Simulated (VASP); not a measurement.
# SnTe (Fm-3m) in VASP: notebook

Aim: see how the results for SnTe move with the level of theory and the settings. Levels: RPBE+D4, PBE exchange alone, LDA. Tasks: single point.

Everything below comes from runs of VASP 6.6.1. Logs are shortened: lines on timing, memory, paths and dates and some standing lists are left out, and cuts for length are marked.

**1. The cell of the first run**

Symmetry: Fm-3m, No. 225, cubic system. The conventional cell has a = 6.173 Å, b = 6.173 Å, c = 6.173 Å, α = 90.00°, β = 90.00°, γ = 90.00°. Te (site symmetry m-3m) has 6 Sn at 3.09 Å within 4.1 Å. Sn (site symmetry m-3m) has 6 Te at 3.09 Å within 4.1 Å.

**2. Single point, RPBE+D4**

The input, INCAR:

```
SYSTEM = SnTe
  PREC = Accurate
  ENCUT = 520
  EDIFF = 1E-6
  ISMEAR = -1
  SIGMA = 0.05
  LREAL = .False.
  LASPH = .True.
  NELM = 80
  ALGO = Normal
  ISIF = 2
  LWAVE = .False.
  LCHARG = .True.
  GGA = RP
  IVDW = 13
  LELF = .True.
  LVHAR = .True.
  NBANDS = 17
```

The input, KPOINTS:

```
Automatic mesh
0
Gamma
  7 7 7
  0 0 0
```

The input, POSCAR:

```
SnTe
1.0
    0.0000000000      3.0865288906      3.0865288906
    3.0865288906      0.0000000000      3.0865288906
    3.0865288906      3.0865288906      0.0000000000
Te Sn
1 1
Direct
    0.5000000000      0.5000000000      0.5000000000
    0.0000000000      0.0000000000      0.0000000000
```

Potentials or basis: VASP PAW PBE potentials, release 64 (Te, Sn_d).

Run with:

```sh
cat potpaw_PBE.64/Te/POTCAR potpaw_PBE.64/Sn_d/POTCAR > POTCAR
mpirun -np 1 vasp_std > vasp.out
```

OUTCAR:

```text
SYSTEM = SnTe
   PREC = Accurate
   ENCUT = 520
   EDIFF = 1E-6
   ISMEAR = -1
   LREAL = .False.
   LASPH = .True.
   NELM = 80
   ISIF = 2
   GGA = RP
   IVDW = 13

 ion  position               nearest neighbor table
   1  0.500  0.500  0.500-   2 3.09   2 3.09   2 3.09   2 3.09   2 3.09   2 3.09
   2  0.000  0.000  0.000-   1 3.09   1 3.09   1 3.09   1 3.09   1 3.09   1 3.09

  LATTYP: Found a face centered cubic cell.
 ALAT       =     6.1730577812

  Lattice vectors:

 A1 = (   0.0000000000,   3.0865288906,   3.0865288906)
 A2 = (   3.0865288906,   0.0000000000,   3.0865288906)
 A3 = (   3.0865288906,   3.0865288906,   0.0000000000)

Analysis of symmetry for initial positions (statically):
[... 33 lines left out ...]
                                     Primitive cell

  volume of cell :      58.8086

  direct lattice vectors                    reciprocal lattice vectors
     0.000000000  3.086528891  3.086528891    -0.161994272  0.161994272  0.161994272
     3.086528891  0.000000000  3.086528891     0.161994272 -0.161994272  0.161994272
     3.086528891  3.086528891  0.000000000     0.161994272  0.161994272 -0.161994272

  length of vectors
     4.365011018  4.365011018  4.365011018     0.280582309  0.280582309  0.280582309

  position of ions in fractional coordinates (direct lattice)
     0.500000000  0.500000000  0.500000000
     0.000000000  0.000000000  0.000000000

  ion indices of the primitive-cell ions
   primitive index   ion index
                 1           1
                 2           2

----------------------------------------------------------------------------------------

 KPOINTS: Automatic mesh

Automatic generation of k-mesh.
 Grid dimensions read from file:
 generate k-points for:    7    7    7

 Generating k-lattice:

  Cartesian coordinates                     Fractional coordinates (reciprocal lattice)
    -0.023142039  0.023142039  0.023142039     0.142857143  0.000000000  0.000000000
     0.023142039 -0.023142039  0.023142039     0.000000000  0.142857143  0.000000000
     0.023142039  0.023142039 -0.023142039     0.000000000  0.000000000  0.142857143

  Length of vectors
     0.040083187  0.040083187  0.040083187

  Shift w.r.t. Gamma in fractional coordinates (k-lattice)
     0.000000000  0.000000000  0.000000000

 Subroutine IBZKPT returns following result:
 ===========================================

 Found     20 irreducible k-points:

 Following reciprocal coordinates:
            Coordinates               Weight
[... 34 lines left out ...]
   LSORBIT =      F    spin-orbit coupling
   LASPH  =      T    aspherical Exc in radial PAW
   ENCUT  =  520.0 eV  38.22 Ry    6.18 a.u.   8.12  8.12  8.12*2*pi/ulx,y,z
   NELM   =     80;   NELMIN=  2; NELMDL= -5     # of ELM steps
   EDIFF  = 0.1E-05   stopping-criterion for ELM
   LREAL  =      F    real-space projection
   EDIFFG = 0.1E-04   stopping-criterion for IOM
   NSW    =      0    number of steps for IOM
   IBRION =     -1    ionic relax: 0-MD 1-quasi-New 2-CG
   NFREE  =      0    steps in history (QN), initial steepest desc. (CG)
   ISIF   =      2    stress and relaxation
   ISYM   =      2    0-nonsym 1-usesym 2-fastsym
   POTIM  = 0.5000    time-step for ionic-motion
   TEBEG  =    0.0;   TEEND  =   0.0 temperature during run
   PSTRESS=    0.0 pullay stress
   NELECT =      20.0000    total number of electrons
   NUPDOWN=      -1.0000    fix difference up-down
   EMIN   =  10.00;   EMAX   =-10.00  energy-range for DOS
   EFERMI =   0.00;   METHOD = LEGACY
   ISMEAR =    -1;   SIGMA  =   0.05  broadening in eV -4-tet -1-fermi 0-gaus
   EFERMI_NEDOS =   21; number of points for ismear=-14 and -15
   IALGO  =     38    algorithm
   IMIX   =      4    mixing-type and parameters
     AMIX     =   0.40;   BMIX     =  1.00
     AMIX_MAG =   1.60;   BMIX_MAG =  1.00
  volume/ion in A,a.u.               =      29.40       198.43
  Fermi-wavevector in a.u.,A,eV,Ry     =   1.142715  2.159418 17.766446  1.305797
  Thomas-Fermi vector in A             =   2.279412
   LORBIT       =      0    0 simple, 1 ext, 2 COOP (PROOUT), +10 PAW based schemes
   GGA     = RP    functional components
   LHFCALC =     F    Hartree Fock is set to
   AEXX    =    0.0000 exact exchange contribution
   IVDW    =    13    specifies the selected vdW correction
   LEPSILON=     F    determine dielectric tensor
   LRPA    =     F    only Hartree local field effects (RPA)
 non-spin polarized calculation
  energy-cutoff  :      520.00
  volume of cell :       58.81
 maximum number of plane-waves:      1600
   NGX = 17   NGY = 17   NGZ = 17

 number of electron      19.9999995 magnetization

 Free energy of the ion-electron system (eV)
  ---------------------------------------------------
  ext. energy  EPLUGINS =         0.00000000
  ---------------------------------------------------
  free energy    TOTEN  =        -6.69378793 eV

  energy without entropy =       -6.69362233  energy(sigma->0) =       -6.69370513

 E-fermi :   7.9664     XC(G=0):  -9.6828

 val. band max:        7.7008029642   @ k =   0.4286   0.0000   0.0000
 cond. band min:       8.2709884976   @ k =   0.4286   0.0000   0.0000
 fundamental gap:      0.5701855335
 Fermi energy:         7.9663531722

 k-point     1 :       0.0000    0.0000    0.0000
  band No.  band energies     occupation
      1     -14.1428      2.00000
      2     -14.1428      2.00000
      3     -14.1354      2.00000
      4     -14.1354      2.00000
      5     -14.1354      2.00000
      6      -5.4070      2.00000
[... 377 lines left out ...]
      4     -14.1290      2.00000
      5     -14.1222      2.00000
      6      -3.5374      2.00000
[... 9 lines left out ...]
     16      17.7446      0.00000
     17      18.5278      0.00000

------------------------ aborting loop because EDIFF is reached ----------------------------------------

  DFT-D4 for vdW energy calculation

  Edisp (eV):   -1.70044

  FORCE on cell =-STRESS in cart. coord.  units (eV):
  Direction    XX          YY          ZZ          XY          YZ          ZX
  --------------------------------------------------------------------------------------
  -------------------------------------------------------------------------------------
  Total       0.89338     0.89338     0.89338     0.00000     0.00000    -0.00000
  in kB      24.33924    24.33924    24.33924     0.00000     0.00000    -0.00000
  external pressure =       24.34 kB  Pullay stress =        0.00 kB

 VOLUME and BASIS-vectors are now :
 -----------------------------------------------------------------------------
  energy-cutoff  :      520.00
  volume of cell :       58.81
      direct lattice vectors                 reciprocal lattice vectors
     0.000000000  3.086528891  3.086528891    -0.161994272  0.161994272  0.161994272
     3.086528891  0.000000000  3.086528891     0.161994272 -0.161994272  0.161994272
     3.086528891  3.086528891  0.000000000     0.161994272  0.161994272 -0.161994272

 POSITION                                       TOTAL-FORCE (eV/Angst)
 -----------------------------------------------------------------------------------
      3.08653      3.08653      3.08653        -0.000000     -0.000000      0.000000
      0.00000      0.00000      0.00000         0.000000      0.000000     -0.000000
 -----------------------------------------------------------------------------------
    total drift:                                0.000000     -0.000000     -0.000000

  FREE ENERGIE OF THE ION-ELECTRON SYSTEM (eV)
  ---------------------------------------------------
  free  energy   TOTEN  =        -8.3942318128 eV

  energy  without entropy=       -8.3940662081  energy(sigma->0) =       -8.39414901
```

Wall time 24 s (1 thread of AMD EPYC 7R43 (Zen 3), shared host); peak memory 0.14 GiB.

Results:

```
Free energy                : -8.3942 eV
Pressure                   : 2.4 GPa
Dispersion energy per atom : -0.850 eV
```

Caveat: this odd mesh misses L, where the gap lies, so gap, dielectric constants and Born charges aren't listed; the PAW data sets were made with another functional, which shifts forces and pressure a little; spin-orbit coupling is left out, which moves the levels of the heavy elements.

**3. Single point, PBE exchange alone**

The input, INCAR:

```
PREC = Accurate
ENCUT = 520
EDIFF = 1E-6
ISMEAR = -1
SIGMA = 0.05
LREAL = False
LASPH = True
NELM = 100
ALGO = Normal
ISIF = 2
LWAVE = False
LCHARG = False
GGA = PE
ALDAC = 0.0
AGGAC = 0.0
NBANDS = 17
```

The input, KPOINTS:

```
Automatic mesh
0
Gamma
  7 7 7
```

POSCAR is that of step 2.

Potentials or basis: VASP PAW PBE potentials, release 64 (Te, Sn_d).

Run with:

```sh
cat potpaw_PBE.64/Te/POTCAR potpaw_PBE.64/Sn_d/POTCAR > POTCAR
mpirun -np 1 vasp_std > vasp.out
```

Wall time 22 s (1 thread of AMD EPYC 7R43 (Zen 3), shared host); peak memory 0.15 GiB.

The run converged. Its results:

```yaml
Free_energy: -4.5081 eV
Pressure: 15.8 GPa
```

Levels at points of the mesh, in eV from the Fermi level:
| k point | band 8 | band 9 | band 10 | band 11 | band 12 | band 13 |
| --- | --- | --- | --- | --- | --- | --- |
| (0.00, 0.00, 0.00) | -2.45 | -2.45 | -2.45 | 3.32 | 3.32 | 3.32 |

Caveat: this odd mesh misses L, where the gap lies, so gap, dielectric constants and Born charges aren't listed; spin-orbit coupling is left out, which moves the levels of the heavy elements.

(Continued in part 2 of 2.)
